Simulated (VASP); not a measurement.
# Nb2SiB2 (P-3m1) in VASP: further runs

Nb2SiB2 is run at these levels: PBE; tasks: single point, relaxation of cell and atoms.

All numbers are computed with VASP 6.6.1; they aren't measurements. Logs are shortened: lines on timing, memory, paths and dates and some standing lists are left out, and cuts for length are marked.

### Step 1. The cell of the first run

The structure is trigonal, space group P-3m1 (No. 164). Conventional cell: a = 3.366 Å, b = 3.366 Å, c = 5.943 Å, α = 90.00°, β = 90.00°, γ = 120.00°. Nb (site symmetry 3m) has 4 B at 1.99 to 2.01 Å and 3 Si at 2.59 Å within 2.6 Å. Within 3.4 Å of Si (site symmetry -3m) lie 6 Nb at 2.59 Å and 6 B at 2.96 Å and 6 Si at 3.37 Å. B (site symmetry 3m) has 4 Nb at 1.99 to 2.01 Å and 3 B at 2.45 Å within 2.6 Å.

The cell was generated, and may not be a known phase.

### Step 2. Single point, PBE

The input, INCAR:

```
SYSTEM = Nb2SiB2
  ALGO = Normal
  EDIFF = 1E-6
  ENCUT = 520
  GGA = PE
  ISIF = 2
  ISMEAR = 0
  LASPH = .TRUE.
  LCHARG = .FALSE.
  LREAL = .FALSE.
  LWAVE = .FALSE.
  NBANDS = 26
  NELM = 60
  PREC = Accurate
  SIGMA = 0.1
```

The input, KPOINTS:

```
k-points
0
G
  6 6 4
  0 0 0
```

The input, POSCAR:

```
Nb2SiB2
1.0
    3.3657116600      0.0000000000      0.0000000000
   -1.6828558300      2.9147918000      0.0000000000
    0.0000000000      0.0000000000      5.9429483600
Nb Si B
2 1 2
Direct
    0.3333333300      0.6666666700      0.2107614700
    0.6666666700      0.3333333300      0.7892385300
    0.0000000000      0.0000000000      0.5000000000
    0.3333333300      0.6666666700      0.8751271400
    0.6666666700      0.3333333300      0.1248728600
```

Potentials or basis: VASP PAW PBE potentials, release 64 (Nb_sv, Si, B).

Run with:

```bash
> cat potpaw_PBE.64/Nb_sv/POTCAR potpaw_PBE.64/Si/POTCAR potpaw_PBE.64/B/POTCAR > POTCAR
> mpirun -np 1 vasp_std > vasp.out
```

OUTCAR:

```text
SYSTEM = Nb2SiB2
   EDIFF = 1E-6
   ENCUT = 520
   GGA = PE
   ISIF = 2
   ISMEAR = 0
   LASPH = .TRUE.
   LREAL = .FALSE.
   NELM = 60
   PREC = Accurate

 ion  position               nearest neighbor table
   1  0.333  0.667  0.211-   4 1.99   5 2.01   5 2.01   5 2.01   3 2.59   3 2.59   3 2.59
   2  0.667  0.333  0.789-   5 1.99   4 2.01   4 2.01   4 2.01   3 2.59   3 2.59   3 2.59
   3  0.000  0.000  0.500-   1 2.59   2 2.59   2 2.59   1 2.59   2 2.59   1 2.59
   4  0.333  0.667  0.875-   1 1.99   2 2.01   2 2.01   2 2.01
   5  0.667  0.333  0.125-   2 1.99   1 2.01   1 2.01   1 2.01

  LATTYP: Found a hexagonal cell.
 ALAT       =     3.3657116600
 C/A-ratio  =     1.7657330634

  Lattice vectors:

 A1 = (   3.3657116600,   0.0000000000,   0.0000000000)
 A2 = (  -1.6828558300,   2.9147918000,   0.0000000000)
 A3 = (   0.0000000000,   0.0000000000,   5.9429483600)

Analysis of symmetry for initial positions (statically):
=====================================================================
 Subroutine PRICEL returns:
 Original cell was already a primitive cell.

 Routine SETGRP: Setting up the symmetry group for a
 hexagonal supercell.

 Subroutine GETGRP returns: Found 12 space group operations
 (whereof 12 operations were pure point group operations)
 out of a pool of 24 trial point group operations.

The static configuration has the point symmetry D_3d.

Analysis of symmetry for dynamics (positions and initial velocities):
=====================================================================
 Subroutine PRICEL returns:
 Original cell was already a primitive cell.

 Routine SETGRP: Setting up the symmetry group for a
 hexagonal supercell.

 Subroutine GETGRP returns: Found 12 space group operations
 (whereof 12 operations were pure point group operations)
 out of a pool of 24 trial point group operations.

The dynamic configuration has the point symmetry D_3d.

 Subroutine INISYM returns: Found 12 space group operations
 (whereof 12 operations are pure point group operations),
 and found     1 'primitive' translations

----------------------------------------------------------------------------------------

                                     Primitive cell

  volume of cell :      58.3024

  direct lattice vectors                    reciprocal lattice vectors
     3.365711660  0.000000000  0.000000000     0.297113984  0.171538839  0.000000000
    -1.682855830  2.914791800  0.000000000     0.000000000  0.343077677  0.000000000
     0.000000000  0.000000000  5.942948360     0.000000000  0.000000000  0.168266648

  length of vectors
     3.365711660  3.365711661  5.942948360     0.343077677  0.343077677  0.168266648

  position of ions in fractional coordinates (direct lattice)
     0.333333330  0.666666670  0.210761470
     0.666666670  0.333333330  0.789238530
     0.000000000  0.000000000  0.500000000
     0.333333330  0.666666670  0.875127140
     0.666666670  0.333333330  0.124872860

  ion indices of the primitive-cell ions
   primitive index   ion index
                 1           1
                 2           2
                 3           3
                 4           4
                 5           5

----------------------------------------------------------------------------------------

 KPOINTS: k-points

Automatic generation of k-mesh.
 Grid dimensions read from file:
 generate k-points for:    6    6    4

 Generating k-lattice:

  Cartesian coordinates                     Fractional coordinates (reciprocal lattice)
     0.049518997  0.028589806  0.000000000     0.166666667  0.000000000  0.000000000
     0.000000000  0.057179613  0.000000000     0.000000000  0.166666667  0.000000000
     0.000000000  0.000000000  0.042066662     0.000000000  0.000000000  0.250000000

  Length of vectors
     0.057179613  0.057179613  0.042066662

  Shift w.r.t. Gamma in fractional coordinates (k-lattice)
     0.000000000  0.000000000  0.000000000

 Subroutine IBZKPT returns following result:
 ===========================================

 Found     24 irreducible k-points:

 Following reciprocal coordinates:
            Coordinates               Weight
  0.000000  0.000000  0.000000      1.000000
  0.166667  0.000000  0.000000      6.000000
  0.333333  0.000000  0.000000      6.000000
  0.500000  0.000000  0.000000      3.000000
  0.166667  0.166667  0.000000      6.000000
  0.333333  0.166667  0.000000     12.000000
[... 16 lines left out ...]
  0.333333  0.166667  0.500000     12.000000
  0.333333  0.333333  0.500000      2.000000
   k-points           NKPTS =     24   k-points in BZ     NKDIM =     24   number of bands    NBANDS=     26
   number of dos      NEDOS =    301   number of ions     NIONS =      5
   total plane-waves  NPLWV =  37632
   dimension x,y,z NGX =    28 NGY =   28 NGZ =   48
   dimension x,y,z NGXF=    56 NGYF=   56 NGZF=   96
   ions per type =               2   1   2
   NGX,Y,Z   is equivalent  to a cutoff of  13.83, 13.83, 13.43 a.u.
   NGXF,Y,Z  is equivalent  to a cutoff of  27.66, 27.66, 26.85 a.u.
 SYSTEM =  Nb2SiB2
   PREC   = accura    normal or accurate (medium, high low for compatibility)
   ISTART =      0    job   : 0-new  1-cont  2-samecut
   ICHARG =      2    charge: 1-file 2-atom 10-const
   ISPIN  =      1    spin polarized calculation?
   LNONCOLLINEAR =      F non collinear calculations
   LSORBIT =      F    spin-orbit coupling
   LASPH  =      T    aspherical Exc in radial PAW
   ENCUT  =  520.0 eV  38.22 Ry    6.18 a.u.   6.26  6.26 11.05*2*pi/ulx,y,z
   NELM   =     60;   NELMIN=  2; NELMDL= -5     # of ELM steps
   EDIFF  = 0.1E-05   stopping-criterion for ELM
   LREAL  =      F    real-space projection
   EDIFFG = 0.1E-04   stopping-criterion for IOM
   NSW    =      0    number of steps for IOM
   IBRION =     -1    ionic relax: 0-MD 1-quasi-New 2-CG
   NFREE  =      0    steps in history (QN), initial steepest desc. (CG)
   ISIF   =      2    stress and relaxation
   ISYM   =      2    0-nonsym 1-usesym 2-fastsym
   POTIM  = 0.5000    time-step for ionic-motion
   TEBEG  =    0.0;   TEEND  =   0.0 temperature during run
   PSTRESS=    0.0 pullay stress
   NELECT =      36.0000    total number of electrons
   NUPDOWN=      -1.0000    fix difference up-down
   EMIN   =  10.00;   EMAX   =-10.00  energy-range for DOS
   EFERMI =   0.00;   METHOD = LEGACY
   ISMEAR =     0;   SIGMA  =   0.10  broadening in eV -4-tet -1-fermi 0-gaus
   EFERMI_NEDOS =   21; number of points for ismear=-14 and -15
   IALGO  =     38    algorithm
   IMIX   =      4    mixing-type and parameters
     AMIX     =   0.40;   BMIX     =  1.00
     AMIX_MAG =   1.60;   BMIX_MAG =  1.00
  volume/ion in A,a.u.               =      11.66        78.69
  Fermi-wavevector in a.u.,A,eV,Ry     =   1.394056  2.634384 26.441452  1.943392
  Thomas-Fermi vector in A             =   2.517642
   LORBIT       =      0    0 simple, 1 ext, 2 COOP (PROOUT), +10 PAW based schemes
   GGA     = PE    functional components
   LHFCALC =     F    Hartree Fock is set to
   AEXX    =    0.0000 exact exchange contribution
   IVDW    =     0    specifies the selected vdW correction
   LEPSILON=     F    determine dielectric tensor
   LRPA    =     F    only Hartree local field effects (RPA)
 non-spin polarized calculation
 Gauss-broadening in eV      SIGMA  =   0.10
  energy-cutoff  :      520.00
  volume of cell :       58.30
 maximum number of plane-waves:      1583
 NGX is ok and might be reduce to    28
   NGX = 13   NGY = 13   NGZ = 23

 number of electron      36.0000001 magnetization

 Free energy of the ion-electron system (eV)
  ---------------------------------------------------
  ext. energy  EPLUGINS =         0.00000000
  ---------------------------------------------------
  free energy    TOTEN  =       -34.06785265 eV

  energy without entropy =      -34.04578969  energy(sigma->0) =      -34.05682117

 E-fermi :  11.1157     XC(G=0): -12.4344

 val. band max:       11.1042452921   @ k =  -0.1667   0.5000   0.2500
 cond. band min:      11.1323719816   @ k =   0.0000   0.0000   0.2500
 fundamental gap:      0.0281266895
 Fermi energy:        11.1157100857

 k-point     1 :       0.0000    0.0000    0.0000
  band No.  band energies     occupation
      1     -43.1897      2.00000
      2     -43.1241      2.00000
      3     -19.8039      2.00000
      4     -19.3761      2.00000
      5     -19.3761      2.00000
      6     -19.2720      2.00000
[... 18 lines left out ...]
     25      16.8470      0.00000
     26      18.9510      0.00000

 k-point     2 :       0.1667    0.0000    0.0000
  band No.  band energies     occupation
      1     -43.1769      2.00000
      2     -43.1191      2.00000
      3     -19.7675      2.00000
      4     -19.4998      2.00000
      5     -19.4116      2.00000
      6     -19.3725      2.00000
[... 18 lines left out ...]
     25      17.6673      0.00000
     26      18.5752      0.00000

 k-point     3 :       0.3333    0.0000    0.0000
  band No.  band energies     occupation
      1     -43.1490      2.00000
      2     -43.1112      2.00000
      3     -19.7421      2.00000
      4     -19.7066      2.00000
      5     -19.5059      2.00000
      6     -19.4794      2.00000
[... 18 lines left out ...]
     25      16.8719      0.00000
     26      17.2859      0.00000

 k-point     4 :       0.5000    0.0000    0.0000
  band No.  band energies     occupation
      1     -43.1319      2.00000
      2     -43.1104      2.00000
      3     -19.8266      2.00000
      4     -19.7699      2.00000
      5     -19.5122      2.00000
      6     -19.4797      2.00000
[... 18 lines left out ...]
     25      15.6240      0.00000
     26      16.6014      0.00000

 k-point     5 :       0.1667    0.1667    0.0000
  band No.  band energies     occupation
      1     -43.1564      2.00000
      2     -43.1127      2.00000
      3     -19.7284      2.00000
      4     -19.6294      2.00000
      5     -19.5377      2.00000
      6     -19.4254      2.00000
[... 18 lines left out ...]
     25      18.0259      0.00000
     26      18.3443      0.00000

 k-point     6 :       0.3333    0.1667    0.0000
  band No.  band energies     occupation
      1     -43.1320      2.00000
      2     -43.1103      2.00000
      3     -19.7749      2.00000
      4     -19.7329      2.00000
      5     -19.5809      2.00000
      6     -19.4709      2.00000
[... 427 lines left out ...]
 k-point    21 :       0.5000    0.0000    0.5000
  band No.  band energies     occupation
      1     -43.1310      2.00000
      2     -43.1113      2.00000
      3     -19.8344      2.00000
      4     -19.7939      2.00000
      5     -19.5048      2.00000
      6     -19.4466      2.00000
[... 18 lines left out ...]
     25      15.6987      0.00000
     26      15.9220      0.00000

 k-point    22 :       0.1667    0.1667    0.5000
  band No.  band energies     occupation
      1     -43.1544      2.00000
      2     -43.1148      2.00000
      3     -19.7185      2.00000
      4     -19.6483      2.00000
      5     -19.5157      2.00000
      6     -19.4112      2.00000
[... 18 lines left out ...]
     25      17.8817      0.00000
     26      17.9733      0.00000

 k-point    23 :       0.3333    0.1667    0.5000
  band No.  band energies     occupation
      1     -43.1311      2.00000
      2     -43.1112      2.00000
      3     -19.7836      2.00000
      4     -19.7540      2.00000
      5     -19.5742      2.00000
      6     -19.4584      2.00000
[... 18 lines left out ...]
     25      16.3780      0.00000
     26      17.5708      0.00000

 k-point    24 :       0.3333    0.3333    0.5000
  band No.  band energies     occupation
      1     -43.1166      2.00000
      2     -43.1166      2.00000
      3     -19.7301      2.00000
      4     -19.7301      2.00000
      5     -19.6952      2.00000
      6     -19.5321      2.00000
[... 18 lines left out ...]
     25      17.1991      0.00000
     26      17.7053      0.00000

------------------------ aborting loop because EDIFF is reached ----------------------------------------

  FORCE on cell =-STRESS in cart. coord.  units (eV):
  Direction    XX          YY          ZZ          XY          YZ          ZX
  --------------------------------------------------------------------------------------
  -------------------------------------------------------------------------------------
  Total       22.5180242     22.5180242     18.7648910      0.0000000      0.0000000     -0.0000000
  in kB      618.8059221    618.8059223    515.6680508      0.0000000      0.0000000     -0.0000000
  external PRESSURE =     584.4266318 kB  Pullay stress =       0.0000000 kB

 VOLUME and BASIS-vectors are now :
 -----------------------------------------------------------------------------
  energy-cutoff  :      520.00
  volume of cell :       58.30
      direct lattice vectors                 reciprocal lattice vectors
     3.365711660  0.000000000  0.000000000     0.297113984  0.171538839  0.000000000
    -1.682855830  2.914791800  0.000000000     0.000000000  0.343077677  0.000000000
     0.000000000  0.000000000  5.942948360     0.000000000  0.000000000  0.168266648

 POSITION                                       TOTAL-FORCE (eV/Angst)
 -----------------------------------------------------------------------------------
     -0.00000      1.94319      1.25254         0.000000     -0.000000      3.439939
      1.68286      0.97160      4.69040        -0.000000      0.000000     -3.439939
      0.00000      0.00000      2.97147        -0.000000      0.000000      0.000000
     -0.00000      1.94319      5.20084         0.000000      0.000000     -0.741891
      1.68286      0.97160      0.74211         0.000000      0.000000      0.741891
 -----------------------------------------------------------------------------------
    total drift:                                0.000000      0.000000      0.000000

  FREE ENERGIE OF THE ION-ELECTRON SYSTEM (eV)
  ---------------------------------------------------
  free  energy   TOTEN  =       -34.0678526547 eV

  energy  without entropy=      -34.0457896910  energy(sigma->0) =      -34.05682117
```

It took 53 s on 1 thread of Intel Xeon 8259CL, shared host; peak memory 0.17 GiB.

Results:

```yaml
Free_energy: -34.0679 eV
Pressure: 58.4 GPa
Largest_force: 3.440 eV/Å
Band_gap_on_the_k_mesh: zero (bands 18 and 19 overlap by 1.99 eV)
```

Forces in eV/Å, atoms in the order of the input:
```
Nb   0.000  0.000  3.440
Nb   0.000  0.000 -3.440
Si   0.000  0.000  0.000
B    0.000  0.000 -0.742
B    0.000  0.000  0.742
```

Caveat: the stress differs along the axes, from 52 to 62 GPa; forces of over 1 eV/Å act on the atoms, so gaps and moduli don't describe the material at rest.

### Step 3. Single point, PBE

This run uses another cell than the first one, of 13.20 Å³/atom.

The input, INCAR:

```
PREC = Accurate ; ENCUT = 520
EDIFF = 1E-6 ; ISMEAR = 0
SIGMA = 0.1 ; LREAL = F
LASPH = T ; NELM = 100
ALGO = Normal ; ISIF = 2
LWAVE = F ; LCHARG = T
GGA = PE ; LELF = T
LVHAR = T ; NBANDS = 26
```

The input, KPOINTS:

```
Automatic mesh
0
Gamma
  6 6 4
```

The input, POSCAR:

```
Nb2SiB2
1.0
    4.0587560979      0.0000000000      0.0000000000
   -2.0293780490      3.5149858886      0.0000000000
    0.0000000000      0.0000000000      4.6272450257
Nb Si B
2 1 2
Direct
    0.3333333333      0.6666666667      0.2419872530
    0.6666666667      0.3333333333      0.7580127470
    0.0000000000      0.0000000000      0.5000000000
    0.3333333333      0.6666666667      0.7486413138
    0.6666666667      0.3333333333      0.2513586862
```

Potentials or basis: VASP PAW PBE potentials, release 64 (Nb_sv, Si, B).

Run with:

```bash
> cat potpaw_PBE.64/Nb_sv/POTCAR potpaw_PBE.64/Si/POTCAR potpaw_PBE.64/B/POTCAR > POTCAR
> mpirun -np 1 vasp_std > vasp.out
```

Wall time 67 s (1 thread of Intel Xeon 8259CL, shared host); peak memory 0.16 GiB.

It converged, with:

* Free energy: -38.8635 eV
* Pressure: -0.2 GPa
* Largest force: 0.005 eV/Å
* Band gap on the k mesh: zero (bands 18 and 19 overlap by 1.27 eV)

Forces on the atoms (eV/Å):
```
Nb   0.000  0.000  0.001
Nb   0.000  0.000 -0.001
Si   0.000  0.000  0.000
B    0.000  0.000  0.005
B    0.000  0.000 -0.005
```

Stress tensor (GPa, compression positive):
```
-0.09  0.00  0.00
 0.00 -0.09  0.00
 0.00  0.00 -0.29
```

Levels at points of the mesh, in eV from the Fermi level:
```tsv
k point	band 16	band 17	band 18	band 19	band 20	band 21
(0.00, 0.00, 0.00)	-1.40	-1.30	-1.30	0.66	0.66	1.04
(0.50, 0.00, 0.00)	-1.55	-0.76	-0.74	-0.01	0.04	2.14
(0.00, 0.00, 0.50)	-3.17	-1.01	0.84	0.84	1.19	1.76
(0.50, 0.00, 0.50)	-2.38	-0.89	-0.80	-0.33	1.04	1.94
```

(Continued in part 2 of 2.)

The gap in the log of VASP goes by the Fermi energy; the results here count the filled bands.